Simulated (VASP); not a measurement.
# PbS (Fm-3m) in VASP: notebook

The runs below take PbS through single point, with LDA.

Everything below comes from runs of VASP 6.6.1. Logs are shortened: lines on timing, memory, paths and dates and some standing lists are left out, and cuts for length are marked.

## Step 1: The cell of the first run

The structure is cubic, space group Fm-3m (No. 225). Conventional cell: a = 5.845 Å, b = 5.845 Å, c = 5.845 Å, α = 90.00°, β = 90.00°, γ = 90.00°. Within 3.8 Å of Pb (site symmetry m-3m) lie 6 S at 2.92 Å. S (site symmetry m-3m) has 6 Pb at 2.92 Å within 3.8 Å.

## Step 2: Single point, LDA

INCAR reads:

```
PREC = Accurate
ENCUT = 500
EDIFF = 1E-6
ISMEAR = 0
SIGMA = 0.01
LREAL = False
LASPH = True
NELM = 120
ALGO = Normal
ISIF = 2
LWAVE = False
LCHARG = True
GGA = CA
LELF = True
LVHAR = True
NBANDS = 17
GGA_COMPAT = False
```

KPOINTS reads:

```
regular mesh
0
Gamma
  6 6 6
```

POSCAR reads:

```
PbS
1.0
    0.0000000000      2.9224230956      2.9224230956
    2.9224230956      0.0000000000      2.9224230956
    2.9224230956      2.9224230956      0.0000000000
Pb S
1 1
Direct
    0.0000000000      0.0000000000      0.0000000000
    0.5000000000      0.5000000000      0.5000000000
```

Potentials or basis: VASP PAW LDA potentials, release 64 (Pb_d, S).

Run with:

```
$ cat potpaw_LDA.64/Pb_d/POTCAR potpaw_LDA.64/S/POTCAR > POTCAR
$ mpirun -np 1 vasp_std > vasp.out
```

OUTCAR:

```text
PREC = Accurate
   ENCUT = 500
   EDIFF = 1E-6
   ISMEAR = 0
   LREAL = False
   LASPH = True
   NELM = 120
   ISIF = 2
   GGA = CA

 ion  position               nearest neighbor table
   1  0.000  0.000  0.000-   2 2.92   2 2.92   2 2.92   2 2.92   2 2.92   2 2.92
   2  0.500  0.500  0.500-   1 2.92   1 2.92   1 2.92   1 2.92   1 2.92   1 2.92

  LATTYP: Found a face centered cubic cell.
 ALAT       =     5.8448461912

  Lattice vectors:

 A1 = (   0.0000000000,   2.9224230956,   2.9224230956)
 A2 = (   2.9224230956,   0.0000000000,   2.9224230956)
 A3 = (   2.9224230956,   2.9224230956,   0.0000000000)

Analysis of symmetry for initial positions (statically):
=====================================================================
 Subroutine PRICEL returns:
 Original cell was already a primitive cell.

 Routine SETGRP: Setting up the symmetry group for a
 face centered cubic supercell.

 Subroutine GETGRP returns: Found 48 space group operations
 (whereof 48 operations were pure point group operations)
 out of a pool of 48 trial point group operations.

The static configuration has the point symmetry O_h .

Analysis of symmetry for dynamics (positions and initial velocities):
=====================================================================
 Subroutine PRICEL returns:
 Original cell was already a primitive cell.

 Routine SETGRP: Setting up the symmetry group for a
 face centered cubic supercell.

 Subroutine GETGRP returns: Found 48 space group operations
 (whereof 48 operations were pure point group operations)
 out of a pool of 48 trial point group operations.

The dynamic configuration has the point symmetry O_h .

 Subroutine INISYM returns: Found 48 space group operations
 (whereof 48 operations are pure point group operations),
 and found     1 'primitive' translations

----------------------------------------------------------------------------------------

                                     Primitive cell

  volume of cell :      49.9182

  direct lattice vectors                    reciprocal lattice vectors
     0.000000000  2.922423096  2.922423096    -0.171090901  0.171090901  0.171090901
     2.922423096  0.000000000  2.922423096     0.171090901 -0.171090901  0.171090901
     2.922423096  2.922423096  0.000000000     0.171090901  0.171090901 -0.171090901

  length of vectors
     4.132930377  4.132930377  4.132930377     0.296338133  0.296338133  0.296338133

  position of ions in fractional coordinates (direct lattice)
     0.000000000  0.000000000  0.000000000
     0.500000000  0.500000000  0.500000000

  ion indices of the primitive-cell ions
   primitive index   ion index
                 1           1
                 2           2

----------------------------------------------------------------------------------------

 KPOINTS: regular mesh

Automatic generation of k-mesh.
 Grid dimensions read from file:
 generate k-points for:    6    6    6

 Generating k-lattice:

  Cartesian coordinates                     Fractional coordinates (reciprocal lattice)
    -0.028515150  0.028515150  0.028515150     0.166666667  0.000000000  0.000000000
     0.028515150 -0.028515150  0.028515150     0.000000000  0.166666667  0.000000000
     0.028515150  0.028515150 -0.028515150     0.000000000  0.000000000  0.166666667

  Length of vectors
     0.049389689  0.049389689  0.049389689

  Shift w.r.t. Gamma in fractional coordinates (k-lattice)
     0.000000000  0.000000000  0.000000000

 Subroutine IBZKPT returns following result:
 ===========================================

 Found     16 irreducible k-points:

 Following reciprocal coordinates:
            Coordinates               Weight
  0.000000  0.000000  0.000000      1.000000
  0.166667  0.000000  0.000000      8.000000
  0.333333  0.000000  0.000000      8.000000
  0.500000  0.000000  0.000000      4.000000
  0.166667  0.166667  0.000000      6.000000
  0.333333  0.166667  0.000000     24.000000
[... 8 lines left out ...]
 -0.333333  0.333333  0.166667     24.000000
 -0.333333  0.500000  0.166667     12.000000
   k-points           NKPTS =     16   k-points in BZ     NKDIM =     16   number of bands    NBANDS=     17
   number of dos      NEDOS =    301   number of ions     NIONS =      2
   total plane-waves  NPLWV =  27000
   dimension x,y,z NGX =    30 NGY =   30 NGZ =   30
   dimension x,y,z NGXF=    60 NGYF=   60 NGZF=   60
   ions per type =               1   1
   NGX,Y,Z   is equivalent  to a cutoff of  12.07, 12.07, 12.07 a.u.
   NGXF,Y,Z  is equivalent  to a cutoff of  24.13, 24.13, 24.13 a.u.
 SYSTEM =  unknown system
   PREC   = accura    normal or accurate (medium, high low for compatibility)
   ISTART =      0    job   : 0-new  1-cont  2-samecut
   ICHARG =      2    charge: 1-file 2-atom 10-const
   ISPIN  =      1    spin polarized calculation?
   LNONCOLLINEAR =      F non collinear calculations
   LSORBIT =      F    spin-orbit coupling
   LASPH  =      T    aspherical Exc in radial PAW
   ENCUT  =  500.0 eV  36.75 Ry    6.06 a.u.   7.54  7.54  7.54*2*pi/ulx,y,z
   NELM   =    120;   NELMIN=  2; NELMDL= -5     # of ELM steps
   EDIFF  = 0.1E-05   stopping-criterion for ELM
   LREAL  =      F    real-space projection
   EDIFFG = 0.1E-04   stopping-criterion for IOM
   NSW    =      0    number of steps for IOM
   IBRION =     -1    ionic relax: 0-MD 1-quasi-New 2-CG
   NFREE  =      0    steps in history (QN), initial steepest desc. (CG)
   ISIF   =      2    stress and relaxation
   ISYM   =      2    0-nonsym 1-usesym 2-fastsym
   POTIM  = 0.5000    time-step for ionic-motion
   TEBEG  =    0.0;   TEEND  =   0.0 temperature during run
   PSTRESS=    0.0 pullay stress
   NELECT =      20.0000    total number of electrons
   NUPDOWN=      -1.0000    fix difference up-down
   EMIN   =  10.00;   EMAX   =-10.00  energy-range for DOS
   EFERMI =   0.00;   METHOD = LEGACY
   ISMEAR =     0;   SIGMA  =   0.01  broadening in eV -4-tet -1-fermi 0-gaus
   EFERMI_NEDOS =   21; number of points for ismear=-14 and -15
   IALGO  =     38    algorithm
   IMIX   =      4    mixing-type and parameters
     AMIX     =   0.40;   BMIX     =  1.00
     AMIX_MAG =   1.60;   BMIX_MAG =  1.00
  volume/ion in A,a.u.               =      24.96       168.43
  Fermi-wavevector in a.u.,A,eV,Ry     =   1.206883  2.280678 19.817783  1.456566
  Thomas-Fermi vector in A             =   2.342537
   LORBIT       =      0    0 simple, 1 ext, 2 COOP (PROOUT), +10 PAW based schemes
   GGA     = CA    functional components
   LHFCALC =     F    Hartree Fock is set to
   AEXX    =    0.0000 exact exchange contribution
   IVDW    =     0    specifies the selected vdW correction
   LEPSILON=     F    determine dielectric tensor
   LRPA    =     F    only Hartree local field effects (RPA)
 non-spin polarized calculation
 Gauss-broadening in eV      SIGMA  =   0.01
  energy-cutoff  :      500.00
  volume of cell :       49.92
 maximum number of plane-waves:      1303
   NGX = 15   NGY = 15   NGZ = 15

 number of electron      19.9999997 magnetization

 Free energy of the ion-electron system (eV)
  ---------------------------------------------------
  ext. energy  EPLUGINS =         0.00000000
  ---------------------------------------------------
  free energy    TOTEN  =       -10.00149107 eV

  energy without entropy =      -10.00148618  energy(sigma->0) =      -10.00148863

 E-fermi :   6.2693     XC(G=0): -10.2326

 val. band max:        6.2499654371   @ k =   0.5000   0.0000   0.0000
 cond. band min:       6.2887265009   @ k =   0.5000   0.0000   0.0000
 fundamental gap:      0.0387610638
 Fermi energy:         6.2693459691

 k-point     1 :       0.0000    0.0000    0.0000
  band No.  band energies     occupation
      1     -10.6623      2.00000
      2     -10.6623      2.00000
      3     -10.6623      2.00000
      4     -10.6549      2.00000
      5     -10.6549      2.00000
      6      -7.7897      2.00000
[... 9 lines left out ...]
     16      12.7279      0.00000
     17      14.4972      0.00000

 k-point     2 :       0.1667    0.0000    0.0000
  band No.  band energies     occupation
      1     -10.6662      2.00000
      2     -10.6662      2.00000
      3     -10.6613      2.00000
      4     -10.6468      2.00000
      5     -10.6468      2.00000
      6      -7.5334      2.00000
[... 9 lines left out ...]
     16      13.3619      0.00000
     17      16.5388      0.00000

 k-point     3 :       0.3333    0.0000    0.0000
  band No.  band energies     occupation
      1     -10.6848      2.00000
      2     -10.6848      2.00000
      3     -10.6604      2.00000
      4     -10.6192      2.00000
      5     -10.6192      2.00000
      6      -6.8709      2.00000
[... 9 lines left out ...]
     16      14.7983      0.00000
     17      18.5290      0.00000

 k-point     4 :       0.5000    0.0000    0.0000
  band No.  band energies     occupation
      1     -10.6942      2.00000
      2     -10.6942      2.00000
      3     -10.6604      2.00000
      4     -10.6052      2.00000
      5     -10.6052      2.00000
      6      -6.3858      2.00000
[... 9 lines left out ...]
     16      16.2046      0.00000
     17      16.7288      0.00000
[... 183 lines left out ...]
      1     -10.7555      2.00000
      2     -10.6643      2.00000
      3     -10.6594      2.00000
      4     -10.6155      2.00000
      5     -10.6080      2.00000
      6      -6.3273      2.00000
[... 9 lines left out ...]
     16      16.7711      0.00000
     17      17.1821      0.00000

 k-point    15 :      -0.3333    0.3333    0.1667
  band No.  band energies     occupation
      1     -10.7692      2.00000
      2     -10.6649      2.00000
      3     -10.6414      2.00000
      4     -10.6360      2.00000
      5     -10.5968      2.00000
      6      -5.9719      2.00000
[... 9 lines left out ...]
     16      17.5484      0.00000
     17      17.9551      0.00000

 k-point    16 :      -0.3333    0.5000    0.1667
  band No.  band energies     occupation
      1     -10.8117      2.00000
      2     -10.6691      2.00000
      3     -10.6443      2.00000
      4     -10.6158      2.00000
      5     -10.5877      2.00000
      6      -5.8325      2.00000
[... 9 lines left out ...]
     16      18.1274      0.00000
     17      18.4291      0.00000

------------------------ aborting loop because EDIFF is reached ----------------------------------------

  FORCE on cell =-STRESS in cart. coord.  units (eV):
  Direction    XX          YY          ZZ          XY          YZ          ZX
  --------------------------------------------------------------------------------------
  -------------------------------------------------------------------------------------
  Total        0.0162848      0.0162848      0.0162848      0.0000000      0.0000000      0.0000000
  in kB        0.5226776      0.5226776      0.5226776      0.0000000      0.0000000      0.0000000
  external PRESSURE =       0.5226776 kB  Pullay stress =       0.0000000 kB

 VOLUME and BASIS-vectors are now :
 -----------------------------------------------------------------------------
  energy-cutoff  :      500.00
  volume of cell :       49.92
      direct lattice vectors                 reciprocal lattice vectors
     0.000000000  2.922423096  2.922423096    -0.171090901  0.171090901  0.171090901
     2.922423096  0.000000000  2.922423096     0.171090901 -0.171090901  0.171090901
     2.922423096  2.922423096  0.000000000     0.171090901  0.171090901 -0.171090901

 POSITION                                       TOTAL-FORCE (eV/Angst)
 -----------------------------------------------------------------------------------
      0.00000      0.00000      0.00000         0.000000      0.000000      0.000000
      2.92242      2.92242      2.92242         0.000000      0.000000     -0.000000
 -----------------------------------------------------------------------------------
    total drift:                               -0.000000      0.000000      0.000000

  FREE ENERGIE OF THE ION-ELECTRON SYSTEM (eV)
  ---------------------------------------------------
  free  energy   TOTEN  =       -10.0014910696 eV

  energy  without entropy=      -10.0014861850  energy(sigma->0) =      -10.00148863
```

It took 20 s on 1 thread of Intel Xeon 8259CL, shared host; peak memory 0.15 GiB.

Results:

```
Free energy            : -10.0015 eV
Pressure               : 0.1 GPa
Band gap on the k mesh : 0.04 eV
```

Caveat: spin-orbit coupling is left out, which moves the levels of the heavy elements. A k mesh can miss the band edges.

## Step 3: Single point, LDA

This run uses another cell than the first one, of 24.07 Å³/atom.

INCAR reads:

```
SYSTEM = PbS
  ALGO = Normal
  EDIFF = 1E-6
  ENCUT = 500
  GGA_COMPAT = .FALSE.
  ISIF = 2
  ISMEAR = 0
  LASPH = .TRUE.
  LCHARG = .FALSE.
  LREAL = .FALSE.
  LWAVE = .FALSE.
  NBANDS = 17
  NELM = 120
  PREC = Accurate
  SIGMA = 0.01
```

KPOINTS reads:

```
k-points
0
G
  6 6 6
  0 0 0
```

POSCAR reads:

```
PbS
1.0
    0.0000000000      2.8874318326      2.8874318326
    2.8874318326      0.0000000000      2.8874318326
    2.8874318326      2.8874318326      0.0000000000
Pb S
1 1
Direct
    0.0000000000      0.0000000000      0.0000000000
    0.5000000000      0.5000000000      0.5000000000
```

Potentials or basis: VASP PAW LDA potentials, release 64 (Pb_d, S).

Run with:

```
$ cat potpaw_LDA.64/Pb_d/POTCAR potpaw_LDA.64/S/POTCAR > POTCAR
$ mpirun -np 1 vasp_std > vasp.out
```

It took 18 s on 1 thread of Intel Xeon 8259CL, shared host; peak memory 0.15 GiB.

It converged, with:

| Quantity | Value |
| --- | --- |
| Free energy | -9.9903 eV |
| Pressure | 2.1 GPa |
| Band gap on the k mesh | 0.10 eV |

Levels at points of the mesh, in eV from the valence-band top:
```tsv
k point	band 8	band 9	band 10	band 11	band 12	band 13
(0.00, 0.00, 0.00)	-2.59	-2.59	-2.59	5.32	5.32	5.32
(0.50, 0.00, 0.00)	-2.11	-2.11	0.00	0.10	1.65	1.65
(0.50, 0.50, 0.00)	-5.98	-4.01	-4.01	3.38	5.73	5.87
```

Caveat: spin-orbit coupling is left out, which moves the levels of the heavy elements. A k mesh can miss the band edges.

(Part 1 of 2 ends here.)
